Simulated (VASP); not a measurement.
# GeH2W8C8 in VASP: a series of runs

GeH2W8C8 is run at these levels: PBE+D3(BJ); tasks: single point.

All numbers are computed with VASP 6.6.1; they aren't measurements. Logs are shortened: lines on timing, memory, paths and dates and some standing lists are left out, and cuts for length are marked.

### Step 1. The cell of the first run

The cell holds a slab with vacuum, 19 atoms: a = 5.796 Å, b = 5.796 Å, c = 18.243 Å, α = 90.00°, β = 90.00°, γ = 120.00°.

### Step 2. Single point, PBE+D3(BJ)

Input file INCAR:

```
SYSTEM = GeH2W8C8
  PREC = Accurate
  ENCUT = 520
  EDIFF = 1E-6
  ISMEAR = -1
  SIGMA = 0.1
  LREAL = Auto
  LASPH = .TRUE.
  NELM = 100
  ALGO = Normal
  ISIF = 2
  LWAVE = .FALSE.
  LCHARG = .FALSE.
  GGA = PE
  IVDW = 12
  NBANDS = 95
```

Input file KPOINTS:

```
Automatic mesh
0
G
  3 3 1
  0 0 0
```

Input file POSCAR:

```
GeH2W8C8
1.0
    5.7958000000      0.0000000000      0.0000000000
   -2.8979000000      5.0193100000      0.0000000000
    0.0000000000      0.0000000000     18.2433500000
W C Ge H
8 8 1 2
Direct
    0.0000000000      0.0000000000      0.0548144940
   -0.0002616689     -0.0005578456      0.2105479531
   -0.0000041442      0.5000089654      0.0548144940
   -0.0001766830      0.5000089654      0.2107562482
    0.5000000000      0.0000000000      0.0548144940
    0.5001625772     -0.0000199231      0.2108932844
    0.5000131096      0.5000089654      0.0548144940
    0.4997489632      0.4999292731      0.2109919505
    0.3331946829      0.1663376042      0.1272463665
    0.3366951250      0.1678517565      0.2845639644
    0.3330580377      0.6669442613      0.1275314019
    0.3346350492      0.6658883392      0.2849476659
    0.8335703602      0.1665368347      0.1277725856
    0.8397128932      0.1723344444      0.2881707581
    0.8317429756      0.6657289548      0.1268626650
    0.8385309513      0.6690561053      0.2837910800
    1.0528008249      0.1829335108      0.3529176385
    0.7853925476      0.0454046473      0.3966486418
    1.3177037307      0.2534412100      0.3836521253
```

Potentials or basis: VASP PAW PBE potentials, release 64 (W_sv, C, Ge_d, H).

On the command line:

```console
cat potpaw_PBE.64/W_sv/POTCAR potpaw_PBE.64/C/POTCAR potpaw_PBE.64/Ge_d/POTCAR potpaw_PBE.64/H/POTCAR > POTCAR
mpirun -np 1 vasp_std > vasp.out
```

OUTCAR:

```text
SYSTEM = GeH2W8C8
   PREC = Accurate
   ENCUT = 520
   EDIFF = 1E-6
   ISMEAR = -1
   LREAL = Auto
   LASPH = .TRUE.
   NELM = 100
   ISIF = 2
   GGA = PE
   IVDW = 12
 IVDW          = 12

 ion  position               nearest neighbor table
   1  0.000  0.000  0.055-  15 2.13   9 2.13  13 2.14   2 2.84   7 2.90   3 2.90   5 2.90   5 2.90
                             7 2.90   3 2.90
   2  1.000  0.999  0.211-  16 2.13  10 2.16  14 2.19  13 2.25   9 2.26  15 2.27  17 2.76   1 2.84
                             4 2.89   8 2.90   6 2.90   6 2.90   8 2.90   4 2.90
   3  1.000  0.500  0.055-  15 2.13  11 2.13  13 2.14   4 2.84   7 2.90   1 2.90   5 2.90   5 2.90
                             1 2.90   7 2.90
   4  1.000  0.500  0.211-  16 2.13  12 2.16  14 2.17  13 2.26  11 2.26  15 2.27   3 2.84   2 2.89
                             6 2.90   8 2.90   8 2.90   6 2.90   2 2.90
   5  0.500  0.000  0.055-   9 2.13  11 2.13  13 2.14   6 2.85   7 2.90   3 2.90   1 2.90   1 2.90
                             7 2.90   3 2.90
   6  0.500  1.000  0.211-  10 2.14  12 2.15  14 2.21  13 2.26  11 2.26   9 2.26   5 2.85   8 2.90
                             4 2.90   2 2.90   4 2.90   8 2.90   2 2.90
   7  0.500  0.500  0.055-  15 2.12   9 2.13  11 2.14   8 2.85   3 2.90   1 2.90   5 2.90   5 2.90
                             1 2.90   3 2.90
   8  0.500  0.500  0.211-  10 2.14  12 2.14  16 2.16  11 2.26  15 2.27   9 2.27   7 2.85   2 2.90
                             6 2.90   4 2.90   4 2.90   6 2.90   2 2.90
   9  0.333  0.166  0.127-   5 2.13   1 2.13   7 2.13   2 2.26   6 2.26   8 2.27
  10  0.337  0.168  0.285-  17 2.10   6 2.14   8 2.14   2 2.16
  11  0.333  0.667  0.128-   5 2.13   3 2.13   7 2.14   4 2.26   6 2.26   8 2.26
  12  0.335  0.666  0.285-   8 2.14   6 2.15   4 2.16
  13  0.834  0.167  0.128-   1 2.14   3 2.14   5 2.14   2 2.25   4 2.26   6 2.26
  14  0.840  0.172  0.288-  17 1.69   4 2.17   2 2.19   6 2.21
  15  0.832  0.666  0.127-   7 2.12   3 2.13   1 2.13   8 2.27   2 2.27   4 2.27
  16  0.839  0.669  0.284-   4 2.13   2 2.13   8 2.16
  17  0.053  0.183  0.353-  19 1.49  18 1.56  14 1.69  10 2.10   2 2.76
  18  0.785  0.045  0.397-  17 1.56
  19  0.318  0.253  0.384-  17 1.49

  LATTYP: Found a hexagonal cell.
 ALAT       =     5.7958000000
 C/A-ratio  =     3.1476845302

  Lattice vectors:

 A1 = (   5.7958000000,   0.0000000000,   0.0000000000)
 A2 = (  -2.8979000000,   5.0193100000,   0.0000000000)
 A3 = (   0.0000000000,   0.0000000000,  18.2433500000)

Analysis of symmetry for initial positions (statically):
=====================================================================
 Subroutine PRICEL returns:
 Original cell was already a primitive cell.

 Routine SETGRP: Setting up the symmetry group for a
 hexagonal supercell.

 Subroutine GETGRP returns: Found  1 space group operations
 (whereof  1 operations were pure point group operations)
 out of a pool of 24 trial point group operations.

[... 141 lines left out ...]
   EMIN   =  10.00;   EMAX   =-10.00  energy-range for DOS
   EFERMI =   0.00;   METHOD = LEGACY
   ISMEAR =    -1;   SIGMA  =   0.10  broadening in eV -4-tet -1-fermi 0-gaus
   EFERMI_NEDOS =   21; number of points for ismear=-14 and -15
   IALGO  =     38    algorithm
   IMIX   =      4    mixing-type and parameters
     AMIX     =   0.40;   BMIX     =  1.00
     AMIX_MAG =   1.60;   BMIX_MAG =  1.00
  volume/ion in A,a.u.               =      27.93       188.50
  Fermi-wavevector in a.u.,A,eV,Ry     =   1.097727  2.074402 16.395068  1.205004
  Thomas-Fermi vector in A             =   2.234092
   LORBIT       =      0    0 simple, 1 ext, 2 COOP (PROOUT), +10 PAW based schemes
   GGA     = PE    functional components
   LHFCALC =     F    Hartree Fock is set to
   AEXX    =    0.0000 exact exchange contribution
   IVDW    =    12    specifies the selected vdW correction
   LEPSILON=     F    determine dielectric tensor
   LRPA    =     F    only Hartree local field effects (RPA)
 non-spin polarized calculation
  energy-cutoff  :      520.00
  volume of cell :      530.72
 maximum number of plane-waves:     14299
 NGX is ok and might be reduce to    48
   NGX = 21   NGY = 21   NGZ = 67

 number of electron     160.0000001 magnetization

 Free energy of the ion-electron system (eV)
  ---------------------------------------------------
  ext. energy  EPLUGINS =         0.00000000
  ---------------------------------------------------
  free energy    TOTEN  =      -171.22237257 eV

  energy without entropy =     -171.01694604  energy(sigma->0) =     -171.11965931

 E-fermi :   0.5963     XC(G=0):  -6.0385

 val. band max:        0.5769907881   @ k =   0.0000   0.3333   0.0000
 cond. band min:       0.6293541170   @ k =   0.3333   0.3333   0.0000
 fundamental gap:      0.0523633289
 Fermi energy:         0.5963405142

 k-point     1 :       0.0000    0.0000    0.0000
  band No.  band energies     occupation
      1     -73.3118      2.00000
      2     -73.2750      2.00000
      3     -73.2304      2.00000
      4     -73.1799      2.00000
      5     -73.1690      2.00000
      6     -73.1656      2.00000
[... 464 lines left out ...]
     91       3.0345      0.00000
     92       3.2599      0.00000
 [bands above 92 left out]

------------------------ aborting loop because EDIFF is reached ----------------------------------------

 Edisp (eV)   -5.12010

 E8    (eV) :    -2.4005

  FORCE on cell =-STRESS in cart. coord.  units (eV):
  Direction    XX          YY          ZZ          XY          YZ          ZX
  --------------------------------------------------------------------------------------
  -------------------------------------------------------------------------------------
  Total      -0.31996    -5.73991   -10.17172    -0.25760    -1.69602     5.16185
  in kB      -0.96591   -17.32822   -30.70739    -0.77768    -5.12012    15.58311
  external pressure =      -16.33 kB  Pullay stress =        0.00 kB

 VOLUME and BASIS-vectors are now :
 -----------------------------------------------------------------------------
  energy-cutoff  :      520.00
  volume of cell :      530.72
      direct lattice vectors                 reciprocal lattice vectors
     5.795800000  0.000000000  0.000000000     0.172538735  0.099615286  0.000000000
    -2.897900000  5.019310000  0.000000000     0.000000000  0.199230572  0.000000000
     0.000000000  0.000000000 18.243350000     0.000000000  0.000000000  0.054814494

 POSITION                                       TOTAL-FORCE (eV/Angst)
 -----------------------------------------------------------------------------------
      0.00000      0.00000      1.00000        -0.041342      0.038251      0.035361
      2.89800      5.01651      3.84110         0.067843     -0.504077      2.236377
      4.34680      2.50970      1.00000         0.030411     -0.067557     -0.000723
      4.34580      2.50970      3.84490        -0.414790      0.587370      2.535951
      2.89790      0.00000      1.00000         0.108631      0.060517      0.162612
      0.00100      5.01921      3.84740        -0.139886     -0.142518      3.073264
[... 11 lines left out ...]
      4.42040      0.22790      7.23620         0.389106     -0.749355      1.178954
      1.10690      1.27210      6.99910         0.766164      0.465309      0.628428
 -----------------------------------------------------------------------------------
    total drift:                                0.015535     -0.000991     -0.073296

  FREE ENERGIE OF THE ION-ELECTRON SYSTEM (eV)
  ---------------------------------------------------
  free  energy   TOTEN  =      -176.3424743860 eV

  energy  without entropy=     -176.1370478563  energy(sigma->0) =     -176.23976112
```

OSZICAR:

```text
N       E                     dE             d eps       ncg     rms          rms(c)
DAV:   1     0.207318073035E+04    0.20732E+04   -0.88447E+04  1282   0.190E+03
DAV:   2     0.579230328975E+01   -0.20674E+04   -0.20224E+04  1070   0.588E+02
DAV:   3    -0.184983109431E+03   -0.19078E+03   -0.18358E+03  1182   0.157E+02
DAV:   4    -0.197793899235E+03   -0.12811E+02   -0.12473E+02  1124   0.407E+01
[... 21 lines left out ...]
DAV:  26    -0.171222350766E+03   -0.57392E-04   -0.21417E-06   749   0.382E-03    0.102E-03
DAV:  27    -0.171222366020E+03   -0.15254E-04   -0.57332E-07   700   0.199E-03    0.629E-04
DAV:  28    -0.171222370161E+03   -0.41415E-05   -0.18033E-07   654   0.156E-03    0.467E-04
DAV:  29    -0.171222371935E+03   -0.17734E-05   -0.10191E-07   628   0.103E-03    0.303E-04
DAV:  30    -0.171222372573E+03   -0.63843E-06   -0.67732E-08   574   0.638E-04
   1 F= -.17634247E+03 E0= -.17623976E+03  d E =-.205427E+00
```

stdout:

```text
POSCAR found type information on POSCAR W C GeH
 POSCAR found :  4 types and      19 ions
 scaLAPACK will be used
 LDA part: xc-table for (Slater+PW92), standard interpolation
 POSCAR, INCAR and KPOINTS ok, starting setup
 FFT: planning ... GRIDC
 FFT: planning ... GRID_SOFT
 FFT: planning ... GRID
 WAVECAR not read
 entering main loop
```

Run time: 10 min. Hardware: 1 thread of Intel Xeon 6975P-C (Granite Rapids), shared host; peak memory 0.73 GiB.

What came out:

```yaml
Free_energy: -176.3425 eV
Largest_force: 8.504 eV/Å
Band_gap_on_the_k_mesh: zero (bands 80 and 81 overlap by 0.59 eV)
Dispersion_energy_per_atom: -0.269 eV
```

Forces in eV/Å, atoms in the order of the input:
```
W   -0.041  0.038  0.035
W    0.068 -0.504  2.236
W    0.030 -0.068 -0.001
W   -0.415  0.587  2.536
W    0.109  0.061  0.163
W   -0.140 -0.143  3.073
W   -0.019 -0.049 -0.079
W   -0.111  0.174  2.959
C   -0.013 -0.033  0.177
C    0.946  0.077 -3.267
C   -0.069  0.058  0.297
C    0.356 -0.022 -3.004
C   -0.118  0.007 -0.012
C   -3.985  0.575 -7.491
C    0.077  0.056  0.281
C    0.220  0.037 -3.109
Ge   1.950 -0.568  3.397
H    0.389 -0.749  1.179
H    0.766  0.465  0.628
```

Caveat: the k points lie up to 0.42 Å⁻¹ apart, too coarse for converged energies and pressures of a metal; there is no dipole correction, which matters where the two faces differ; spin-orbit coupling is left out, which moves the levels of the heavy elements.

### Step 3. Single point, PBE+D3(BJ)

Input file INCAR:

```
SYSTEM = GeH2W8C8
PREC = Accurate
ENCUT = 520
EDIFF = 1E-7
ISMEAR = -1
SIGMA = 0.1
LREAL = Auto
LASPH = .True.
NELM = 80
ALGO = Normal
ISIF = 2
LWAVE = .False.
LCHARG = .False.
GGA = PE
IVDW = 12
NBANDS = 95
```

Input file KPOINTS:

```
regular mesh
0
Gamma
  3 3 1
  0 0 0
```

Input file POSCAR:

```
GeH2W8C8
1.0
    5.7958000000      0.0000000000      0.0000000000
   -2.8979000000      5.0193100000      0.0000000000
    0.0000000000      0.0000000000     18.2433500000
W C Ge H
8 8 1 2
Direct
    0.0000000000      0.0000000000      0.0548144940
   -0.0363688732     -0.0476161066      0.1877067534
   -0.0000041442      0.5000089654      0.0548144940
    0.0027682269      0.5138355670      0.2073961197
    0.5000000000      0.0000000000      0.0548144940
    0.4831840981     -0.0251428981      0.2054721309
    0.5000131096      0.5000089654      0.0548144940
    0.5165271884      0.5129191064      0.2090844061
    0.3384830396      0.1646640674      0.1208769223
    0.6177632920      0.2644785837      0.3208895296
    0.3301873037      0.6598914990      0.1161080613
    0.3219631156      0.6346091395      0.2785124443
    0.8238495579      0.1623131466      0.1191941173
    0.8584201379      0.2442566807      0.3034146689
    0.8325778376      0.6425185932      0.1138661485
    0.8481401890      0.7053559155      0.2691007956
    1.2523169813      0.2770898789      0.2858630679
    0.6246122411     -0.5234384806      0.3586896047
    2.9584374551      1.0404816598      0.3464550096
```

Potentials or basis: VASP PAW PBE potentials, release 64 (W_sv, C, Ge_d, H).

On the command line:

```console
cat potpaw_PBE.64/W_sv/POTCAR potpaw_PBE.64/C/POTCAR potpaw_PBE.64/Ge_d/POTCAR potpaw_PBE.64/H/POTCAR > POTCAR
mpirun -np 1 vasp_std > vasp.out
```

It took 11 min on 1 thread of Intel Xeon 6975P-C (Granite Rapids), shared host; peak memory 0.73 GiB.

It converged, with:

| Item | Value |
| --- | --- |
| Free energy | -169.0531 eV |
| Largest force | 15.477 eV/Å |
| Band gap on the k mesh | zero (bands 80 and 81 overlap by 0.09 eV) |
| Dispersion energy per atom | -0.279 eV |

Forces in eV/Å, atoms in the order of the input:
```
W     0.193   0.378  -5.961
W     0.080   4.543   3.502
W     1.322  -1.825  -4.684
W     0.673  -2.261   0.930
W    -0.371   0.049  -3.344
W     0.878   1.630   1.622
W    -0.287  -1.269  -3.280
W     4.553   5.915 -10.602
C     0.175  -0.257   1.941
C     1.941   1.911   0.285
C     0.009   0.917   3.986
C    -0.713   2.409  -0.322
C    -0.221   0.321   2.475
C    -3.927  -1.863  -0.253
C    -0.643   1.012   3.050
C    -0.261  -1.273   1.235
Ge   -5.073  -9.289  11.292
H     2.067  -2.260  -0.986
H    -0.395   1.214  -0.887
```

Levels at points of the mesh, in eV from the Fermi level:
| k point | band 76 | band 77 | band 78 | band 79 | band 80 | band 81 | band 82 | band 83 | band 84 | band 85 |
| --- | --- | --- | --- | --- | --- | --- | --- | --- | --- | --- |
| (0.00, 0.00, 0.00) | -0.31 | -0.23 | -0.06 | 0.00 | 0.08 | 0.40 | 0.49 | 0.84 | 0.96 | 1.27 |

Caveat: the k points lie up to 0.42 Å⁻¹ apart; there is no dipole correction, which matters where the two faces differ; spin-orbit coupling is left out, which moves the levels of the heavy elements.

### Step 4. Single point, PBE+D3(BJ)

Input file INCAR:

```
SYSTEM = GeH2W8C8
PREC = Accurate ; ENCUT = 520
EDIFF = 1E-7 ; ISMEAR = -1
SIGMA = 0.1 ; LREAL = Auto
LASPH = .TRUE. ; NELM = 100
ALGO = Normal ; ISIF = 2
LWAVE = .FALSE. ; LCHARG = .FALSE.
GGA = PE ; IVDW = 12
NBANDS = 95
```

Input file KPOINTS:

```
Automatic mesh
0
G
  3 3 1
  0 0 0
```

Input file POSCAR:

```
GeH2W8C8
1.0
    5.7958000000      0.0000000000      0.0000000000
   -2.8979000000      5.0193100000      0.0000000000
    0.0000000000      0.0000000000     18.2433500000
W C Ge H
8 8 1 2
Direct
    0.0000000000      0.0000000000      0.0548144940
   -0.0628801857     -0.0585737880      0.1715200333
   -0.0000041442      0.5000089654      0.0548144940
    0.0055046186      0.5057468058      0.2063436814
    0.5000000000      0.0000000000      0.0548144940
    0.4778570689     -0.0329328135      0.2014268213
    0.5000131096      0.5000089654      0.0548144940
    0.5478942995      0.5368666211      0.1887208216
    0.3272132215      0.1708003690      0.1247248998
    0.9778667376      0.3375962035      0.4097821946
    0.3127674411      0.6453078212      0.1117941606
    0.3352788936      0.6501292010      0.2804583588
    0.8151695732      0.1875357370      0.1273121439
    0.8955817824      0.2912153264      0.3430565110
    0.7981998735      0.5664125149      0.1221760258
    0.8460320299      0.6590746537      0.2676646559
    1.3540610003      0.3396482783      0.3461590114
    1.0555147314     -0.5173221020      0.4640759510
    3.6382675369      1.3712243316      0.6301364607
```

On the command line:

```console
cat potpaw_PBE.64/W_sv/POTCAR potpaw_PBE.64/C/POTCAR potpaw_PBE.64/Ge_d/POTCAR potpaw_PBE.64/H/POTCAR > POTCAR
mpirun -np 1 vasp_std > vasp.out
```

Wall time 8.3 min (1 thread of Intel Xeon 6975P-C (Granite Rapids), shared host); peak memory 0.74 GiB.

The run converged. Its results:

```
Free energy                : -164.9961 eV
Largest force              : 13.950 eV/Å
Band gap on the k mesh     : zero (bands 80 and 81 overlap by 0.11 eV)
Dispersion energy per atom : -0.264 eV
```

Forces in eV/Å, atoms in the order of the input:
```
W     0.563   1.188 -11.050
W     2.961   4.360  10.966
W     0.242  -1.480  -6.572
W     1.771  -2.677   3.770
W    -0.725   0.338  -2.357
W    -0.585   0.705   2.221
W     0.299  -1.068  -6.261
W    -7.005  -6.525  10.147
C     1.157  -1.124   0.384
C    -0.875   1.726   0.379
C     0.343   2.490   4.280
C     1.026   0.546  -1.486
C     0.193  -0.708   0.190
C     0.513   0.236   0.949
C     1.834   2.766  -1.442
C    -1.287   0.410  -0.467
Ge   -0.383   1.183  -1.025
H    -0.049  -2.370  -2.585
H     0.006   0.003  -0.042
```

Levels at points of the mesh, in eV from the Fermi level:
| k point | band 78 | band 79 | band 80 | band 81 | band 82 | band 83 |
| --- | --- | --- | --- | --- | --- | --- |
| (0.00, 0.00, 0.00) | -0.11 | -0.08 | 0.07 | 0.14 | 0.34 | 0.74 |

Caveat: the k points lie up to 0.42 Å⁻¹ apart; there is no dipole correction, which matters where the two faces differ; spin-orbit coupling is left out, which moves the levels of the heavy elements.

### Step 5. Overview

```csv
cell,gap on the mesh (eV),largest force (eV/Å)
"as given, atomic positions A",none,8.50
"as given, atomic positions B",none,15.48
"as given, atomic positions C",none,13.95
```

Alike in all rows: task single point; level PBE+D3(BJ); potentials or basis VASP PAW PBE potentials, release 64 (W_sv, C, Ge_d, H); no spin polarisation; k mesh 3 × 3 × 1; cutoff (eV) 520; smearing fermi-dirac 0.1 eV.

Caveats: all runs use coarse meshes; there is no dipole correction, which matters where the two faces differ; spin-orbit coupling is left out, which moves the levels of the heavy elements.

Total energies depend on the potentials used, so only differences within one code and one set of settings carry meaning.

The gap in the log of VASP goes by the Fermi energy; the results here count the filled bands.